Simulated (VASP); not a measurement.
# TaN (P-6m2) in VASP: notebook

Runs on TaN. Level: PBEsol. Tasks: single point.

Everything below comes from runs of VASP 6.6.1. Logs are shortened: lines on timing, memory, paths and dates and some standing lists are left out, and cuts for length are marked.

## 1. The cell of the first run

It takes space group P-6m2 (No. 187, hexagonal). The conventional cell has a = 3.041 Å, b = 3.041 Å, c = 2.641 Å, α = 90.00°, β = 90.00°, γ = 120.00°. Ta (site symmetry -6m2) has 6 N at 2.20 Å and 2 Ta at 2.64 Å within 2.9 Å. N (site symmetry -6m2) has 6 Ta at 2.20 Å and 2 N at 2.64 Å within 2.9 Å.

## 2. Single point, PBEsol (strain +0.040 along x and y, -0.080 along z)

The input, INCAR:

```
PREC = Accurate
ENCUT = 520
EDIFF = 1E-6
ISMEAR = 0
SIGMA = 0.15
LREAL = F
LASPH = T
NELM = 60
ALGO = Normal
ISIF = 2
LWAVE = F
LCHARG = T
GGA = PS
LELF = T
LVHAR = T
NBANDS = 15
```

The input, KPOINTS:

```
Automatic mesh
0
Gamma
  24 24 20
```

The input, POSCAR:

```
TaN
1.0
    3.0409486065      0.0000000000      0.0000000000
   -1.5204743033      2.6335387449      0.0000000000
    0.0000000000      0.0000000000      2.6410694312
Ta N
1 1
Direct
    0.3333333333      0.6666666667      0.5000000000
    0.0000000000      0.0000000000      0.0000000000
```

Potentials or basis: VASP PAW PBE potentials, release 64 (Ta_pv, N).

Command:

```
$ cat potpaw_PBE.64/Ta_pv/POTCAR potpaw_PBE.64/N/POTCAR > POTCAR
$ mpirun -np 1 vasp_std > vasp.out
```

OUTCAR:

```text
PREC = Accurate
   ENCUT = 520
   EDIFF = 1E-6
   ISMEAR = 0
   LREAL = F
   LASPH = T
   NELM = 60
   ISIF = 2
   GGA = PS

 ion  position               nearest neighbor table
   1  0.333  0.667  0.500-   2 2.20   2 2.20   2 2.20   2 2.20   2 2.20   2 2.20
   2  0.000  0.000  0.000-   1 2.20   1 2.20   1 2.20   1 2.20   1 2.20   1 2.20

  LATTYP: Found a hexagonal cell.
 ALAT       =     3.0409486065
 C/A-ratio  =     0.8685018305

  Lattice vectors:

 A1 = (   3.0409486065,   0.0000000000,   0.0000000000)
 A2 = (  -1.5204743033,   2.6335387449,   0.0000000000)
 A3 = (   0.0000000000,   0.0000000000,   2.6410694312)

Analysis of symmetry for initial positions (statically):
=====================================================================
 Subroutine PRICEL returns:
 Original cell was already a primitive cell.

 Routine SETGRP: Setting up the symmetry group for a
 hexagonal supercell.

 Subroutine GETGRP returns: Found 12 space group operations
 (whereof 12 operations were pure point group operations)
 out of a pool of 24 trial point group operations.

The static configuration has the point symmetry D_3h.

Analysis of symmetry for dynamics (positions and initial velocities):
=====================================================================
 Subroutine PRICEL returns:
 Original cell was already a primitive cell.

 Routine SETGRP: Setting up the symmetry group for a
 hexagonal supercell.

 Subroutine GETGRP returns: Found 12 space group operations
 (whereof 12 operations were pure point group operations)
 out of a pool of 24 trial point group operations.

The dynamic configuration has the point symmetry D_3h.

 Subroutine INISYM returns: Found 12 space group operations
 (whereof 12 operations are pure point group operations),
 and found     1 'primitive' translations

----------------------------------------------------------------------------------------

                                     Primitive cell

  volume of cell :      21.1509

  direct lattice vectors                    reciprocal lattice vectors
     3.040948607  0.000000000  0.000000000     0.328844755  0.189858608  0.000000000
    -1.520474303  2.633538745  0.000000000     0.000000000  0.379717216  0.000000000
     0.000000000  0.000000000  2.641069431     0.000000000  0.000000000  0.378634499

  length of vectors
     3.040948607  3.040948607  2.641069431     0.379717216  0.379717216  0.378634499

  position of ions in fractional coordinates (direct lattice)
     0.333333333  0.666666667  0.500000000
     0.000000000  0.000000000  0.000000000

  ion indices of the primitive-cell ions
   primitive index   ion index
                 1           1
                 2           2

----------------------------------------------------------------------------------------

 KPOINTS: Automatic mesh

Automatic generation of k-mesh.
 Grid dimensions read from file:
 generate k-points for:   24   24   20

 Generating k-lattice:

  Cartesian coordinates                     Fractional coordinates (reciprocal lattice)
     0.013701865  0.007910775  0.000000000     0.041666667 -0.000000000  0.000000000
     0.000000000  0.015821551  0.000000000     0.000000000  0.041666667  0.000000000
     0.000000000  0.000000000  0.018931725     0.000000000  0.000000000  0.050000000

  Length of vectors
     0.015821551  0.015821551  0.018931725

  Shift w.r.t. Gamma in fractional coordinates (k-lattice)
     0.000000000  0.000000000  0.000000000

 Subroutine IBZKPT returns following result:
 ===========================================

 Found    671 irreducible k-points:

 Following reciprocal coordinates:
            Coordinates               Weight
  0.000000  0.000000  0.000000      1.000000
  0.041667 -0.000000  0.000000      6.000000
  0.083333  0.000000  0.000000      6.000000
  0.125000  0.000000  0.000000      6.000000
  0.166667  0.000000  0.000000      6.000000
  0.208333  0.000000  0.000000      6.000000
[... 16 lines left out ...]
  0.416667  0.041667  0.000000     12.000000
  0.458333  0.041667  0.000000     12.000000
[... 45 lines left out ...]
  band No.  band energies     occupation
      1     -26.3061      2.00000
      2     -26.3061      2.00000
      3     -25.9880      2.00000
      4      -9.6695      2.00000
      5       2.7550      2.00000
      6       2.7550      2.00000
      7       4.0253      2.00000
      8       6.3145      2.00000
      9       9.8309      0.00000
     10      12.6679      0.00000
     11      12.6679      0.00000
     12      12.8734      0.00000
     13      12.8734      0.00000
     14      21.7153      0.00000
     15      22.1560      0.00000

 k-point     2 :       0.0417   -0.0000    0.0000
  band No.  band energies     occupation
      1     -26.3214      2.00000
      2     -26.3093      2.00000
      3     -25.9864      2.00000
      4      -9.6342      2.00000
      5       2.6538      2.00000
      6       2.7844      2.00000
      7       4.0668      2.00000
      8       6.2681      2.00000
      9       9.9670      0.00000
     10      12.5887      0.00000
     11      12.6595      0.00000
     12      12.8595      0.00000
     13      12.9212      0.00000
     14      21.7048      0.00000
     15      22.1069      0.00000

 k-point     3 :       0.0833    0.0000    0.0000
  band No.  band energies     occupation
      1     -26.3664      2.00000
      2     -26.3188      2.00000
      3     -25.9817      2.00000
      4      -9.5309      2.00000
      5       2.3868      2.00000
      6       2.8710      2.00000
      7       4.1740      2.00000
      8       6.1363      2.00000
      9      10.3489      0.00000
     10      12.3694      0.00000
     11      12.6368      0.00000
     12      12.8191      0.00000
     13      13.0552      0.00000
     14      21.6702      0.00000
     15      22.0105      0.00000
[... 343 lines left out ...]
 k-point    23 :       0.4167    0.0417    0.0000
  band No.  band energies     occupation
      1     -27.1084      2.00000
      2     -26.4944      2.00000
      3     -25.8971      2.00000
      4      -7.6119      2.00000
      5      -0.1258      2.00000
      6       4.2097      2.00000
      7       4.3880      2.00000
      8       4.9259      2.00000
      9      10.9820      0.00000
     10      12.0636      0.00000
     11      12.7715      0.00000
     12      14.4664      0.00000
     13      16.4616      0.00000
     14      20.0282      0.00000
     15      21.8327      0.00000

 k-point    24 :       0.4583    0.0417    0.0000
  band No.  band energies     occupation
      1     -27.1342      2.00000
      2     -26.5008      2.00000
      3     -25.8939      2.00000
      4      -7.5375      2.00000
      5      -0.1791      2.00000
      6       4.2113      2.00000
      7       4.3366      2.00000
      8       4.9363      2.00000
      9      11.0732      0.00000
     10      12.0376      0.00000
     11      12.7886      0.00000
     12      14.4881      0.00000
     13      16.8977      0.00000
     14      19.4666      0.00000
     15      21.8296      0.00000

 [... further k-points ...]

------------------------ aborting loop because EDIFF is reached ----------------------------------------

  FORCE on cell =-STRESS in cart. coord.  units (eV):
  Direction    XX          YY          ZZ          XY          YZ          ZX
  --------------------------------------------------------------------------------------
  -------------------------------------------------------------------------------------
  Total       -2.4984930     -2.4984930      8.9929247      0.0000000     -0.0000000      0.0000000
  in kB     -189.2605570   -189.2605570    681.2130047      0.0000000     -0.0000000      0.0000000
  external PRESSURE =     100.8972969 kB  Pullay stress =       0.0000000 kB

 VOLUME and BASIS-vectors are now :
 -----------------------------------------------------------------------------
  energy-cutoff  :      520.00
  volume of cell :       21.15
      direct lattice vectors                 reciprocal lattice vectors
     3.040948607  0.000000000  0.000000000     0.328844755  0.189858608  0.000000000
    -1.520474303  2.633538745  0.000000000     0.000000000  0.379717216  0.000000000
     0.000000000  0.000000000  2.641069431     0.000000000  0.000000000  0.378634499

 POSITION                                       TOTAL-FORCE (eV/Angst)
 -----------------------------------------------------------------------------------
     -0.00000      1.75569      1.32053        -0.000000      0.000000      0.000000
      0.00000      0.00000      0.00000         0.000000      0.000000      0.000000
 -----------------------------------------------------------------------------------
    total drift:                                0.000000     -0.000000     -0.000000

  FREE ENERGIE OF THE ION-ELECTRON SYSTEM (eV)
  ---------------------------------------------------
  free  energy   TOTEN  =       -23.3428538519 eV

  energy  without entropy=      -23.3400516548  energy(sigma->0) =      -23.34145275
```

Wall time 1.9 min (1 thread of Intel Xeon Platinum 8259CL at 2.50GHz (Skylake/Cascade Lake), shared host); peak memory 0.31 GiB.

What came out:

```
Free energy            : -23.3429 eV
Pressure               : 10.1 GPa
Band gap on the k mesh : zero (band 8 reaches 8.75 eV, above the bottom of band 9 at 8.13 eV)
```

Caveat: the cell differs from its parent crystal (strain +0.040 along x and y, -0.080 along z); the PAW data sets were made with another functional, which shifts forces and pressure a little; spin-orbit coupling is left out, which moves the levels of the heavy elements.

## 3. Single point, PBEsol (strain +0.000 along x and y, +0.040 along z)

The input, INCAR:

```
ALGO = Normal
EDIFF = 1E-6
ENCUT = 520
GGA = PS
ISIF = 2
ISMEAR = 0
LASPH = T
LCHARG = T
LELF = T
LREAL = F
LVHAR = T
LWAVE = F
NBANDS = 15
NELM = 100
PREC = Accurate
SIGMA = 0.15
```

The input, KPOINTS:

```
k-points
0
Gamma
  24 24 20
```

The input, POSCAR:

```
TaN
1.0
    2.9239890448      0.0000000000      0.0000000000
   -1.4619945224      2.5322487931      0.0000000000
    0.0000000000      0.0000000000      2.9855567483
Ta N
1 1
Direct
    0.3333333333      0.6666666667      0.5000000000
    0.0000000000      0.0000000000      0.0000000000
```

Potentials or basis: VASP PAW PBE potentials, release 64 (Ta_pv, N).

Command:

```
$ cat potpaw_PBE.64/Ta_pv/POTCAR potpaw_PBE.64/N/POTCAR > POTCAR
$ mpirun -np 1 vasp_std > vasp.out
```

Wall time 2.1 min (1 thread of Intel Xeon Platinum 8259CL at 2.50GHz (Skylake/Cascade Lake), shared host); peak memory 0.33 GiB.

The run converged. Its results:

```yaml
Free_energy: -23.7273 eV
Pressure: -13.1 GPa
Band_gap_on_the_k_mesh: zero (band 8 reaches 8.04 eV, above the bottom of band 9 at 7.67 eV)
```

Stress tensor (GPa, compression positive):
```
 -4.81   0.00   0.00
  0.00  -4.81   0.00
  0.00   0.00 -29.57
```

Levels at points of the mesh, in eV from the Fermi level:
```
           k point  band 5  band 6  band 7  band 8  band 9  band 10  band 11  band 12
(0.00, 0.00, 0.00)   -4.21   -4.10   -4.10   -3.06    2.40     3.30     3.30     3.81
(0.50, 0.00, 0.00)   -8.06   -5.35   -3.40   -2.86    2.77     4.25     4.88     5.42
(0.00, 0.00, 0.50)   -9.22   -3.28   -3.28   -0.11   -0.11     1.82     3.52     3.52
(0.50, 0.00, 0.50)   -7.12   -6.10   -5.23   -0.52    4.00     5.44     5.52     6.93
```

Caveat: the cell differs from its parent crystal (strain +0.000 along x and y, +0.040 along z); the PAW data sets were made with another functional, which shifts forces and pressure a little; spin-orbit coupling is left out, which moves the levels of the heavy elements.

## 4. Single point, PBEsol (strain +0.040 along x and y, -0.040 along z)

The input, INCAR:

```
SYSTEM = TaN
  PREC = Accurate
  ENCUT = 520
  EDIFF = 1E-6
  ISMEAR = 0
  SIGMA = 0.15
  LREAL = .False.
  LASPH = .True.
  NELM = 100
  ALGO = Normal
  ISIF = 2
  LWAVE = .False.
  LCHARG = .True.
  GGA = PS
  LELF = .True.
  LVHAR = .True.
  NBANDS = 15
```

The input, KPOINTS:

```
regular mesh
0
Gamma
  24 24 20
  0 0 0
```

The input, POSCAR:

```
TaN
1.0
    3.0409486065      0.0000000000      0.0000000000
   -1.5204743033      2.6335387449      0.0000000000
    0.0000000000      0.0000000000      2.7558985369
Ta N
1 1
Direct
    0.3333333333      0.6666666667      0.5000000000
    0.0000000000      0.0000000000      0.0000000000
```

Command:

```
$ cat potpaw_PBE.64/Ta_pv/POTCAR potpaw_PBE.64/N/POTCAR > POTCAR
$ mpirun -np 1 vasp_std > vasp.out
```

Wall time 1.8 min (1 thread of Intel Xeon Platinum 8259CL at 2.50GHz (Skylake/Cascade Lake), shared host); peak memory 0.32 GiB.

It converged, with:

* Free energy: -23.6039 eV
* Pressure: -8.4 GPa
* Band gap on the k mesh: zero (band 8 reaches 8.11 eV, above the bottom of band 9 at 7.82 eV)

Stress tensor (GPa, compression positive):
```
-24.75   0.00   0.00
  0.00 -24.75   0.00
  0.00   0.00  24.37
```

Levels at points of the mesh, in eV from the Fermi level:
| k point | band 5 | band 6 | band 7 | band 8 | band 9 | band 10 | band 11 | band 12 |
| --- | --- | --- | --- | --- | --- | --- | --- | --- |
| (0.00, 0.00, 0.00) | -5.06 | -5.06 | -4.04 | -2.34 | 1.48 | 3.90 | 3.90 | 4.08 |
| (0.50, 0.00, 0.00) | -8.28 | -4.32 | -3.52 | -3.46 | 3.13 | 3.30 | 4.57 | 5.51 |
| (0.00, 0.00, 0.50) | -9.16 | -4.26 | -4.26 | -0.01 | -0.01 | 2.68 | 2.68 | 3.36 |
| (0.50, 0.00, 0.50) | -7.27 | -6.06 | -6.00 | -0.12 | 3.83 | 4.73 | 6.21 | 6.59 |

Caveat: the cell differs from its parent crystal (strain +0.040 along x and y, -0.040 along z); the PAW data sets were made with another functional, which shifts forces and pressure a little; spin-orbit coupling is left out, which moves the levels of the heavy elements.

## 5. Single point, PBEsol (strain +0.080 along x and y, -0.080 along z)

The input, INCAR:

```
SYSTEM = TaN
PREC     = Accurate       ! precision mode
ENCUT    = 520            ! plane-wave cutoff, eV
EDIFF    = 1E-6           ! SCF threshold, eV
ISMEAR   = 0              ! smearing method
SIGMA    = 0.15           ! smearing width, eV
LREAL    = .FALSE.        ! projectors in reciprocal space
LASPH    = .TRUE.         ! aspherical terms in the spheres
NELM     = 100            ! most SCF steps
ALGO     = Normal         ! electronic algorithm
ISIF     = 2              ! what is computed and relaxed
LWAVE    = .FALSE.        ! write WAVECAR
LCHARG   = .FALSE.        ! write CHGCAR
GGA      = PS             ! functional
NBANDS   = 15             ! bands
```

The input, KPOINTS:

```
regular mesh
0
G
  24 24 20
  0 0 0
```

The input, POSCAR:

```
TaN
1.0
    3.1579081683      0.0000000000      0.0000000000
   -1.5789540842      2.7348286966      0.0000000000
    0.0000000000      0.0000000000      2.6410694312
Ta N
1 1
Direct
    0.3333333333      0.6666666667      0.5000000000
    0.0000000000      0.0000000000      0.0000000000
```

Command:

```
$ cat potpaw_PBE.64/Ta_pv/POTCAR potpaw_PBE.64/N/POTCAR > POTCAR
$ mpirun -np 1 vasp_std > vasp.out
```

It took 94 s on 1 thread of Intel Xeon Platinum 8259CL at 2.50GHz (Skylake/Cascade Lake), shared host; peak memory 0.33 GiB.

The run converged. Its results:

```yaml
Free_energy: -23.0121 eV
Pressure: -11.6 GPa
Band_gap_on_the_k_mesh: zero (band 8 reaches 7.97 eV, above the bottom of band 9 at 7.09 eV)
```

Stress tensor (GPa, compression positive):
```
-43.22   0.00   0.00
  0.00 -43.22   0.00
  0.00   0.00  51.78
```

Levels at points of the mesh, in eV from the Fermi level:
| k point | band 5 | band 6 | band 7 | band 8 | band 9 | band 10 | band 11 | band 12 |
| --- | --- | --- | --- | --- | --- | --- | --- | --- |
| (0.00, 0.00, 0.00) | -5.46 | -5.46 | -4.09 | -1.65 | 0.84 | 4.05 | 4.05 | 4.26 |
| (0.50, 0.00, 0.00) | -8.21 | -3.83 | -3.59 | -3.31 | 2.12 | 3.68 | 3.77 | 5.71 |
| (0.00, 0.00, 0.50) | -8.88 | -4.65 | -4.65 | 0.06 | 0.06 | 2.00 | 2.00 | 3.91 |
| (0.50, 0.00, 0.50) | -7.17 | -6.29 | -5.78 | 0.06 | 3.21 | 4.08 | 5.76 | 5.78 |

Caveat: the cell differs from its parent crystal (strain +0.080 along x and y, -0.080 along z); the PAW data sets were made with another functional, which shifts forces and pressure a little; spin-orbit coupling is left out, which moves the levels of the heavy elements.

## 6. Single point, PBEsol (strain +0.000 along x and y, +0.080 along z)

The input, INCAR:

```
  ALGO = Normal
  EDIFF = 1E-6
  ENCUT = 520
  GGA = PS
  ISIF = 2
  ISMEAR = 0
  LASPH = T
  LCHARG = F
  LREAL = F
  LWAVE = F
  NBANDS = 15
  NELM = 80
  PREC = Accurate
  SIGMA = 0.15
```

The input, KPOINTS:

```
k-points
0
Gamma
  24 24 20
```

The input, POSCAR:

```
TaN
1.0
    2.9239890448      0.0000000000      0.0000000000
   -1.4619945224      2.5322487931      0.0000000000
    0.0000000000      0.0000000000      3.1003858540
Ta N
1 1
Direct
    0.3333333333      0.6666666667      0.5000000000
    0.0000000000      0.0000000000      0.0000000000
```

Potentials or basis: VASP PAW PBE potentials, release 64 (Ta_pv, N).

Command:

```
$ cat potpaw_PBE.64/Ta_pv/POTCAR potpaw_PBE.64/N/POTCAR > POTCAR
$ mpirun -np 1 vasp_std > vasp.out
```

Run time: 2.3 min. Hardware: 1 thread of Intel Xeon Platinum 8259CL at 2.50GHz (Skylake/Cascade Lake), shared host; peak memory 0.34 GiB.

It converged, with:

- Free energy: -23.5050 eV
- Pressure: -23.6 GPa
- Band gap on the k mesh: zero (band 8 reaches 7.67 eV, above the bottom of band 9 at 7.23 eV)

Stress tensor (GPa, compression positive):
```
 -8.62   0.00   0.00
  0.00  -8.62   0.00
  0.00   0.00 -53.51
```

Levels at points of the mesh, in eV from the Fermi level:
| k point | band 5 | band 6 | band 7 | band 8 | band 9 | band 10 | band 11 | band 12 |
| --- | --- | --- | --- | --- | --- | --- | --- | --- |
| (0.00, 0.00, 0.00) | -4.21 | -3.61 | -3.61 | -3.16 | 2.48 | 2.98 | 2.98 | 3.61 |
| (0.50, 0.00, 0.00) | -7.73 | -5.36 | -3.30 | -2.53 | 2.55 | 4.30 | 4.52 | 5.41 |
| (0.00, 0.00, 0.50) | -9.00 | -2.80 | -2.80 | -0.12 | -0.12 | 1.20 | 3.63 | 3.63 |
| (0.50, 0.00, 0.50) | -6.84 | -5.92 | -4.71 | -0.70 | 3.70 | 4.87 | 5.40 | 6.60 |

Caveat: the cell differs from its parent crystal (strain +0.000 along x and y, +0.080 along z); the PAW data sets were made with another functional, which shifts forces and pressure a little; spin-orbit coupling is left out, which moves the levels of the heavy elements.

## 7. Overview

| cell | gap on the mesh (eV) | pressure (GPa) |
| --- | --- | --- |
| a = 3.041, b = 3.041, c = 2.641 Å, angles 90.0, 90.0, 120.0°, 2 atoms | none | 10.1 |
| a = 2.924, b = 2.924, c = 2.986 Å, angles 90.0, 90.0, 120.0°, 2 atoms | none | -13.1 |
| a = 3.041, b = 3.041, c = 2.756 Å, angles 90.0, 90.0, 120.0°, 2 atoms | none | -8.4 |
| a = 3.158, b = 3.158, c = 2.641 Å, angles 90.0, 90.0, 120.0°, 2 atoms | none | -11.6 |
| a = 2.924, b = 2.924, c = 3.100 Å, angles 90.0, 90.0, 120.0°, 2 atoms | none | -23.6 |

Alike in all rows: task single point; level PBEsol; potentials or basis VASP PAW PBE potentials, release 64 (Ta_pv, N); no spin polarisation; k mesh 24 × 24 × 20; cutoff (eV) 520; smearing gaussian 0.15 eV.

Caveats: the PAW data sets were made with another functional, which shifts forces and pressure a little; spin-orbit coupling is left out, which moves the levels of the heavy elements.

Absolute energies hang on the potentials; compare differences alone.
